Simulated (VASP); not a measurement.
# BN (P6_3/mmc) in VASP: a series of runs

The runs below take BN through single point, with PBEsol.

Program: VASP 6.6.1. These are calculated values, not measurements. Logs are shortened: lines on timing, memory, paths and dates and some standing lists are left out, and cuts for length are marked.

### 1 The cell of the first run

The structure is hexagonal, space group P6_3/mmc (No. 194). Conventional cell: a = 2.529 Å, b = 2.529 Å, c = 6.661 Å, α = 90.00°, β = 90.00°, γ = 120.00°. Within 1.9 Å of B (site symmetry -6m2) lie 3 N at 1.46 Å. N (site symmetry -6m2) has 3 B at 1.46 Å within 1.9 Å.

### 2 Single point, PBEsol (equal xx and yy strain of +1 %)

INCAR

```
ALGO = Normal
EDIFF = 1E-6
ENCUT = 520
GGA = PS
ISIF = 2
ISMEAR = -1
LASPH = True
LCHARG = True
LELF = True
LREAL = False
LVHAR = True
LWAVE = False
NBANDS = 16
NELM = 80
PREC = Accurate
SIGMA = 0.02
```

KPOINTS

```
k-points
0
Gamma
  11 11 4
```

POSCAR

```
BN
1.0
    2.5290316213      0.0000000000      0.0000000000
   -1.2645158107      2.1902056311      0.0000000000
    0.0000000000      0.0000000000      6.6612000000
B N
2 2
Direct
    0.3333333333      0.6666666667      0.2500000000
    0.6666666667      0.3333333333      0.7500000000
    0.3333333333      0.6666666667      0.7500000000
    0.6666666667      0.3333333333      0.2500000000
```

Potentials or basis: VASP PAW PBE potentials, release 64 (B, N).

Command:

```sh
$ cat potpaw_PBE.64/B/POTCAR potpaw_PBE.64/N/POTCAR > POTCAR
$ mpirun -np 1 vasp_std > vasp.out
```

OUTCAR:

```text
EDIFF = 1E-6
   ENCUT = 520
   GGA = PS
   ISIF = 2
   ISMEAR = -1
   LASPH = True
   LREAL = False
   NELM = 80
   PREC = Accurate

 ion  position               nearest neighbor table
   1  0.333  0.667  0.250-   4 1.46   4 1.46   4 1.46
   2  0.667  0.333  0.750-   3 1.46   3 1.46   3 1.46
   3  0.333  0.667  0.750-   2 1.46   2 1.46   2 1.46
   4  0.667  0.333  0.250-   1 1.46   1 1.46   1 1.46

  LATTYP: Found a hexagonal cell.
 ALAT       =     2.5290316213
 C/A-ratio  =     2.6338935203

  Lattice vectors:

 A1 = (   2.5290316213,   0.0000000000,   0.0000000000)
 A2 = (  -1.2645158107,   2.1902056311,   0.0000000000)
 A3 = (   0.0000000000,   0.0000000000,   6.6612000000)

Analysis of symmetry for initial positions (statically):
=====================================================================
 Subroutine PRICEL returns:
 Original cell was already a primitive cell.

 Routine SETGRP: Setting up the symmetry group for a
 hexagonal supercell.

 Subroutine GETGRP returns: Found 24 space group operations
 (whereof 12 operations were pure point group operations)
 out of a pool of 24 trial point group operations.

The static configuration has the point symmetry D_3d.
 The point group associated with its full space group is D_6h.

Analysis of symmetry for dynamics (positions and initial velocities):
=====================================================================
 Subroutine PRICEL returns:
 Original cell was already a primitive cell.

 Routine SETGRP: Setting up the symmetry group for a
 hexagonal supercell.

 Subroutine GETGRP returns: Found 24 space group operations
 (whereof 12 operations were pure point group operations)
 out of a pool of 24 trial point group operations.

The dynamic configuration has the point symmetry D_3d.
 The point group associated with its full space group is D_6h.

 Subroutine INISYM returns: Found 24 space group operations
 (whereof 12 operations are pure point group operations),
 and found     1 'primitive' translations

----------------------------------------------------------------------------------------

                                     Primitive cell

  volume of cell :      36.8970

  direct lattice vectors                    reciprocal lattice vectors
     2.529031621  0.000000000  0.000000000     0.395408263  0.228289067  0.000000000
    -1.264515811  2.190205631  0.000000000     0.000000000  0.456578134  0.000000000
     0.000000000  0.000000000  6.661200000     0.000000000  0.000000000  0.150123101

  length of vectors
     2.529031621  2.529031621  6.661200000     0.456578134  0.456578134  0.150123101

  position of ions in fractional coordinates (direct lattice)
     0.333333333  0.666666667  0.250000000
     0.666666667  0.333333333  0.750000000
     0.333333333  0.666666667  0.750000000
     0.666666667  0.333333333  0.250000000

  ion indices of the primitive-cell ions
   primitive index   ion index
                 1           1
                 2           2
                 3           3
                 4           4

----------------------------------------------------------------------------------------

 KPOINTS: k-points

Automatic generation of k-mesh.
 Grid dimensions read from file:
 generate k-points for:   11   11    4

 Generating k-lattice:

  Cartesian coordinates                     Fractional coordinates (reciprocal lattice)
     0.035946206  0.020753552  0.000000000     0.090909091  0.000000000  0.000000000
     0.000000000  0.041507103  0.000000000     0.000000000  0.090909091  0.000000000
     0.000000000  0.000000000  0.037530775     0.000000000  0.000000000  0.250000000

  Length of vectors
     0.041507103  0.041507103  0.037530775

  Shift w.r.t. Gamma in fractional coordinates (k-lattice)
     0.000000000  0.000000000  0.000000000

 Subroutine IBZKPT returns following result:
 ===========================================

 Found     48 irreducible k-points:

 Following reciprocal coordinates:
            Coordinates               Weight
  0.000000  0.000000  0.000000      1.000000
  0.090909  0.000000  0.000000      6.000000
  0.181818 -0.000000  0.000000      6.000000
  0.272727  0.000000  0.000000      6.000000
  0.363636  0.000000  0.000000      6.000000
  0.454545 -0.000000  0.000000      6.000000
[... 16 lines left out ...]
  0.090909  0.090909  0.250000     12.000000
  0.181818  0.090909  0.250000     24.000000
 [... further k-points ...]
   k-points           NKPTS =     48   k-points in BZ     NKDIM =     48   number of bands    NBANDS=     16
   number of dos      NEDOS =    301   number of ions     NIONS =      4
   total plane-waves  NPLWV =  20000
   dimension x,y,z NGX =    20 NGY =   20 NGZ =   50
   dimension x,y,z NGXF=    40 NGYF=   40 NGZF=  100
   ions per type =               2   2
   NGX,Y,Z   is equivalent  to a cutoff of  13.15, 13.15, 12.48 a.u.
   NGXF,Y,Z  is equivalent  to a cutoff of  26.29, 26.29, 24.96 a.u.
 SYSTEM =  unknown system
   PREC   = accura    normal or accurate (medium, high low for compatibility)
   ISTART =      0    job   : 0-new  1-cont  2-samecut
   ICHARG =      2    charge: 1-file 2-atom 10-const
   ISPIN  =      1    spin polarized calculation?
   LNONCOLLINEAR =      F non collinear calculations
   LSORBIT =      F    spin-orbit coupling
   LASPH  =      T    aspherical Exc in radial PAW
   ENCUT  =  520.0 eV  38.22 Ry    6.18 a.u.   4.70  4.70 12.39*2*pi/ulx,y,z
   NELM   =     80;   NELMIN=  2; NELMDL= -5     # of ELM steps
   EDIFF  = 0.1E-05   stopping-criterion for ELM
   LREAL  =      F    real-space projection
   EDIFFG = 0.1E-04   stopping-criterion for IOM
   NSW    =      0    number of steps for IOM
   IBRION =     -1    ionic relax: 0-MD 1-quasi-New 2-CG
   NFREE  =      0    steps in history (QN), initial steepest desc. (CG)
   ISIF   =      2    stress and relaxation
   ISYM   =      2    0-nonsym 1-usesym 2-fastsym
   POTIM  = 0.5000    time-step for ionic-motion
   TEBEG  =    0.0;   TEEND  =   0.0 temperature during run
   PSTRESS=    0.0 pullay stress
   NELECT =      16.0000    total number of electrons
   NUPDOWN=      -1.0000    fix difference up-down
   EMIN   =  10.00;   EMAX   =-10.00  energy-range for DOS
   EFERMI =   0.00;   METHOD = LEGACY
   ISMEAR =    -1;   SIGMA  =   0.02  broadening in eV -4-tet -1-fermi 0-gaus
   EFERMI_NEDOS =   21; number of points for ismear=-14 and -15
   IALGO  =     38    algorithm
   IMIX   =      4    mixing-type and parameters
     AMIX     =   0.40;   BMIX     =  1.00
     AMIX_MAG =   1.60;   BMIX_MAG =  1.00
  volume/ion in A,a.u.               =       9.22        62.25
  Fermi-wavevector in a.u.,A,eV,Ry     =   1.239132  2.341620 20.891044  1.535448
  Thomas-Fermi vector in A             =   2.373628
   LORBIT       =      0    0 simple, 1 ext, 2 COOP (PROOUT), +10 PAW based schemes
   GGA     = PS    functional components
   LHFCALC =     F    Hartree Fock is set to
   AEXX    =    0.0000 exact exchange contribution
   IVDW    =     0    specifies the selected vdW correction
   LEPSILON=     F    determine dielectric tensor
   LRPA    =     F    only Hartree local field effects (RPA)
 non-spin polarized calculation
  energy-cutoff  :      520.00
  volume of cell :       36.90
 maximum number of plane-waves:      1015
 NGX is ok and might be reduce to    20
   NGX =  9   NGY =  9   NGZ = 25

 number of electron      15.9999999 magnetization

 Free energy of the ion-electron system (eV)
  ---------------------------------------------------
  ext. energy  EPLUGINS =         0.00000000
  ---------------------------------------------------
  free energy    TOTEN  =       -36.54627618 eV

  energy without entropy =      -36.54627618  energy(sigma->0) =      -36.54627618

 E-fermi :   2.5791     XC(G=0): -10.2212

 val. band max:        2.0682568393   @ k =   0.3636   0.2727   0.0000
 cond. band min:       6.2471073728   @ k =   0.4545   0.0909   0.0000
 fundamental gap:      4.1788505335
 Fermi energy:         2.5790822040

 k-point     1 :       0.0000    0.0000    0.0000
  band No.  band energies     occupation
      1     -15.5436      2.00000
      2     -15.2440      2.00000
      3      -4.0955      2.00000
      4      -1.9270      2.00000
      5       0.6981      2.00000
      6       0.6981      2.00000
[... 8 lines left out ...]
     15      13.7490      0.00000
     16      14.6867      0.00000

 k-point     2 :       0.0909    0.0000    0.0000
  band No.  band energies     occupation
      1     -15.3847      2.00000
      2     -15.0905      2.00000
      3      -3.8776      2.00000
      4      -1.7324      2.00000
      5       0.0459      2.00000
      6       0.0791      2.00000
[... 8 lines left out ...]
     15      14.1083      0.00000
     16      14.3625      0.00000

 k-point     3 :       0.1818   -0.0000    0.0000
  band No.  band energies     occupation
      1     -14.9182      2.00000
      2     -14.6412      2.00000
      3      -3.2333      2.00000
      4      -1.5622      2.00000
      5      -1.5179      2.00000
      6      -1.1631      2.00000
[... 8 lines left out ...]
     15      15.8123      0.00000
     16      15.9295      0.00000

 k-point     4 :       0.2727    0.0000    0.0000
  band No.  band energies     occupation
      1     -14.1838      2.00000
      2     -13.9375      2.00000
      3      -3.5243      2.00000
      4      -3.4548      2.00000
      5      -2.1992      2.00000
      6      -1.0778      2.00000
[... 8 lines left out ...]
     15      16.9962      0.00000
     16      18.3224      0.00000
[... 324 lines left out ...]
 k-point    22 :       0.4545   -0.0000    0.2500
  band No.  band energies     occupation
      1     -12.5191      2.00000
      2     -12.4449      2.00000
      3      -6.5765      2.00000
      4      -6.5221      2.00000
      5      -2.0008      2.00000
      6      -1.9532      2.00000
[... 8 lines left out ...]
     15      17.4364      0.00000
     16      19.8985      0.00000

 k-point    23 :       0.0909    0.0909    0.2500
  band No.  band energies     occupation
      1     -15.0325      2.00000
      2     -14.8326      2.00000
      3      -3.1939      2.00000
      4      -1.7441      2.00000
      5      -0.9778      2.00000
      6      -0.9504      2.00000
[... 8 lines left out ...]
     15      15.0358      0.00000
     16      15.4925      0.00000

 k-point    24 :       0.1818    0.0909    0.2500
  band No.  band energies     occupation
      1     -14.4329      2.00000
      2     -14.2497      2.00000
      3      -2.6672      2.00000
      4      -2.6103      2.00000
      5      -2.3186      2.00000
      6      -1.0737      2.00000
[... 8 lines left out ...]
     15      16.5255      0.00000
     16      16.6329      0.00000

 [... further k-points ...]
[... 5 lines left out ...]
  --------------------------------------------------------------------------------------
  -------------------------------------------------------------------------------------
  Total       -2.2000103     -2.2000103      0.1503424      0.0000000      0.0000000      0.0000000
  in kB      -95.5308580    -95.5308580      6.5283054      0.0000000      0.0000000      0.0000000
  external PRESSURE =     -61.5111369 kB  Pullay stress =       0.0000000 kB

 VOLUME and BASIS-vectors are now :
 -----------------------------------------------------------------------------
  energy-cutoff  :      520.00
  volume of cell :       36.90
      direct lattice vectors                 reciprocal lattice vectors
     2.529031621  0.000000000  0.000000000     0.395408263  0.228289067  0.000000000
    -1.264515811  2.190205631  0.000000000     0.000000000  0.456578134  0.000000000
     0.000000000  0.000000000  6.661200000     0.000000000  0.000000000  0.150123101

 POSITION                                       TOTAL-FORCE (eV/Angst)
 -----------------------------------------------------------------------------------
     -0.00000      1.46014      1.66530         0.000000      0.000000      0.000000
      1.26452      0.73007      4.99590        -0.000000      0.000000      0.000000
     -0.00000      1.46014      4.99590         0.000000     -0.000000      0.000000
      1.26452      0.73007      1.66530        -0.000000      0.000000      0.000000
 -----------------------------------------------------------------------------------
    total drift:                               -0.000000      0.000000      0.000000

  FREE ENERGIE OF THE ION-ELECTRON SYSTEM (eV)
  ---------------------------------------------------
  free  energy   TOTEN  =       -36.5462761813 eV

  energy  without entropy=      -36.5462761813  energy(sigma->0) =      -36.54627618
```

Run time: 12 s. Hardware: 1 thread of Intel Xeon 6975P-C (Granite Rapids), shared host; peak memory 0.16 GiB.

What came out:

```yaml
Free_energy: -36.5463 eV
Pressure: -6.2 GPa
Band_gap_on_the_k_mesh: 4.18 eV, indirect (least direct gap 4.53 eV)
```

Levels at points of the mesh, in eV from the valence-band top:
```csv
k point,band 5,band 6,band 7,band 8,band 9,band 10,band 11,band 12
"(0.00, 0.00, 0.00)",-1.37,-1.37,-1.33,-1.33,5.00,10.01,11.23,11.23
"(0.00, 0.00, 0.50)",-1.35,-1.35,-1.35,-1.35,7.36,7.36,11.29,11.29
```

Caveat: the cell differs from its parent crystal (equal xx and yy strain of +1 %); the PAW data sets were made with another functional, which shifts forces and pressure a little; this functional lacks dispersion, which binds the layers, so the pressure and a relaxed spacing across them are unreliable. A k mesh can miss the band edges.

### 3 Single point, PBEsol (equal xx and yy strain of +3 %)

INCAR

```
SYSTEM = BN
ALGO = Normal ; EDIFF = 1E-6
ENCUT = 520 ; GGA = PS
ISIF = 2 ; ISMEAR = -1
LASPH = .TRUE. ; LCHARG = .FALSE.
LREAL = .FALSE. ; LWAVE = .FALSE.
NBANDS = 16 ; NELM = 80
PREC = Accurate ; SIGMA = 0.02
```

KPOINTS

```
k-points
0
G
  11 11 4
  0 0 0
```

POSCAR, as its differences from that of step 2:

```diff
@@ -2,4 +2,4 @@
 1.0
-    2.5290316213      0.0000000000      0.0000000000
-   -1.2645158107      2.1902056311      0.0000000000
+    2.5791114554      0.0000000000      0.0000000000
+   -1.2895557278      2.2335760396      0.0000000000
     0.0000000000      0.0000000000      6.6612000000
```

Potentials or basis: VASP PAW PBE potentials, release 64 (B, N).

Command:

```sh
$ cat potpaw_PBE.64/B/POTCAR potpaw_PBE.64/N/POTCAR > POTCAR
$ mpirun -np 1 vasp_std > vasp.out
```

OUTCAR:

```text
SYSTEM = BN
   EDIFF = 1E-6
   ENCUT = 520
   GGA = PS
   ISIF = 2
   ISMEAR = -1
   LASPH = .TRUE.
   LREAL = .FALSE.
   NELM = 80
   PREC = Accurate

 ion  position               nearest neighbor table
   1  0.333  0.667  0.250-   4 1.49   4 1.49   4 1.49
   2  0.667  0.333  0.750-   3 1.49   3 1.49   3 1.49
   3  0.333  0.667  0.750-   2 1.49   2 1.49   2 1.49
   4  0.667  0.333  0.250-   1 1.49   1 1.49   1 1.49

  LATTYP: Found a hexagonal cell.
 ALAT       =     2.5791114554
 C/A-ratio  =     2.5827499568

  Lattice vectors:

 A1 = (   2.5791114554,   0.0000000000,   0.0000000000)
 A2 = (  -1.2895557278,   2.2335760396,   0.0000000000)
 A3 = (   0.0000000000,   0.0000000000,   6.6612000000)

Analysis of symmetry for initial positions (statically):
=====================================================================
 Subroutine PRICEL returns:
 Original cell was already a primitive cell.

 Routine SETGRP: Setting up the symmetry group for a
 hexagonal supercell.

 Subroutine GETGRP returns: Found 24 space group operations
 (whereof 12 operations were pure point group operations)
 out of a pool of 24 trial point group operations.

[... 172 lines left out ...]
 fundamental gap:      4.0753795682
 Fermi energy:         2.3298604433

 k-point     1 :       0.0000    0.0000    0.0000
  band No.  band energies     occupation
      1     -15.4465      2.00000
      2     -15.1413      2.00000
      3      -4.0608      2.00000
      4      -1.8529      2.00000
      5       0.3960      2.00000
      6       0.3960      2.00000
[... 433 lines left out ...]
      3      -2.8626      2.00000
      4      -2.8135      2.00000
      5      -2.3607      2.00000
      6      -1.2747      2.00000
[... 8 lines left out ...]
     15      15.5735      0.00000
     16      15.9295      0.00000

 [... further k-points ...]

------------------------ aborting loop because EDIFF is reached ----------------------------------------

  FORCE on cell =-STRESS in cart. coord.  units (eV):
  Direction    XX          YY          ZZ          XY          YZ          ZX
  --------------------------------------------------------------------------------------
  -------------------------------------------------------------------------------------
  Total       -6.5525322     -6.5525322      0.1273877      0.0000000     -0.0000000      0.0000000
  in kB     -273.5876066   -273.5876066      5.3188139      0.0000000     -0.0000000      0.0000000
  external PRESSURE =    -180.6187998 kB  Pullay stress =       0.0000000 kB

 VOLUME and BASIS-vectors are now :
 -----------------------------------------------------------------------------
  energy-cutoff  :      520.00
  volume of cell :       38.37
      direct lattice vectors                 reciprocal lattice vectors
     2.579111455  0.000000000  0.000000000     0.387730432  0.223856270  0.000000000
    -1.289555728  2.233576040  0.000000000     0.000000000  0.447712539  0.000000000
     0.000000000  0.000000000  6.661200000     0.000000000  0.000000000  0.150123101

 POSITION                                       TOTAL-FORCE (eV/Angst)
 -----------------------------------------------------------------------------------
     -0.00000      1.48905      1.66530         0.000000     -0.000000      0.000000
      1.28956      0.74453      4.99590        -0.000000      0.000000      0.000000
     -0.00000      1.48905      4.99590        -0.000000      0.000000      0.000000
      1.28956      0.74453      1.66530         0.000000     -0.000000      0.000000
 -----------------------------------------------------------------------------------
    total drift:                                0.000000     -0.000000      0.000000

  FREE ENERGIE OF THE ION-ELECTRON SYSTEM (eV)
  ---------------------------------------------------
  free  energy   TOTEN  =       -36.3746997824 eV

  energy  without entropy=      -36.3746997824  energy(sigma->0) =      -36.37469978
```

OSZICAR:

```text
N       E                     dE             d eps       ncg     rms          rms(c)
DAV:   1     0.476406411519E+02    0.47641E+02   -0.78610E+03  1536   0.920E+02
DAV:   2    -0.358162580511E+02   -0.83457E+02   -0.75061E+02  2192   0.211E+02
DAV:   3    -0.392475963717E+02   -0.34313E+01   -0.34123E+01  2024   0.425E+01
DAV:   4    -0.392696378244E+02   -0.22041E-01   -0.22039E-01  1904   0.385E+00
DAV:   5    -0.392698358849E+02   -0.19806E-03   -0.19806E-03  1944   0.352E-01    0.103E+01
DAV:   6    -0.366459797993E+02    0.26239E+01   -0.45311E+00  1968   0.161E+01    0.460E+00
DAV:   7    -0.364493775161E+02    0.19660E+00   -0.40928E-01  2072   0.472E+00    0.293E+00
DAV:   8    -0.363789485225E+02    0.70429E-01   -0.19454E-01  2032   0.287E+00    0.469E-01
DAV:   9    -0.363740692291E+02    0.48793E-02   -0.13146E-02  1744   0.916E-01    0.155E-01
DAV:  10    -0.363746240446E+02   -0.55482E-03   -0.11046E-03  1904   0.244E-01    0.304E-02
DAV:  11    -0.363746947792E+02   -0.70735E-04   -0.61164E-05  1896   0.618E-02    0.173E-02
DAV:  12    -0.363746996450E+02   -0.48658E-05   -0.16217E-05  1784   0.278E-02    0.202E-03
DAV:  13    -0.363746997824E+02   -0.13739E-06   -0.38166E-07  1552   0.475E-03
   1 F= -.36374700E+02 E0= -.36374700E+02  d E =-.303133E-12
```

It took 11 s on 1 thread of Intel Xeon 6975P-C (Granite Rapids), shared host; peak memory 0.16 GiB.

Results:

```yaml
Free_energy: -36.3747 eV
Pressure: -18.1 GPa
Band_gap_on_the_k_mesh: 4.08 eV, indirect (least direct gap 4.38 eV)
```

Levels at points of the mesh, in eV from the valence-band top:
```
           k point  band 4  band 5  band 6  band 7  band 8  band 9  band 10  band 11  band 12  band 13
(0.00, 0.00, 0.00)   -3.68   -1.43   -1.43   -1.39   -1.39    4.97     9.78    10.71    10.75    10.75
(0.00, 0.00, 0.50)   -4.92   -1.41   -1.41   -1.41   -1.41    7.23     7.23    10.82    10.82    10.82
```

Caveat: the cell differs from its parent crystal (equal xx and yy strain of +3 %); the PAW data sets were made with another functional, which shifts forces and pressure a little; this functional lacks dispersion, which binds the layers, so the pressure and a relaxed spacing across them are unreliable. A k mesh can miss the band edges.

(Continued in part 2 of 2.)
